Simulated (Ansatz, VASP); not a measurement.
**Hf: VASP beside Ansatz**

```
Hf
1.0
     0.00000    2.08902    2.08902
     2.08902    0.00000    2.08902
     2.08902    2.08902    0.00000
Hf
1
Direct
  0.00000 0.00000 0.00000
```

Alike in both runs: task single point; functional LDA; k mesh 20 × 20 × 20; occupations gaussian, width 0.15 eV; no spin polarisation.

```csv
,VASP,Ansatz
version,VASP 6.6.1,Ansatz 0.2.0
potentials or method,"VASP PAW LDA potentials, release 64 (Hf_pv), cutoff 520 eV","scalar-relativistic, plane waves, PAW"
valence electrons in the cell,10,26
```

|  | VASP | Ansatz | Ansatz less VASP |
| --- | --- | --- | --- |
| gap on the k mesh at the Fermi level (eV) | none | none | - |
| pressure (GPa) | 18.6 | 18.6 | -0.06 |

LDA's correlation is that of Perdew and Zunger in VASP and of Perdew and Wang (1992) in Ansatz. A gap of «none» marks a metal or a gap that the smearing closes. VASP's potentials hold 10 valence electrons a cell and Ansatz's 26, so a difference there can come from the potentials and not from the codes.

Spin-orbit coupling is off throughout.
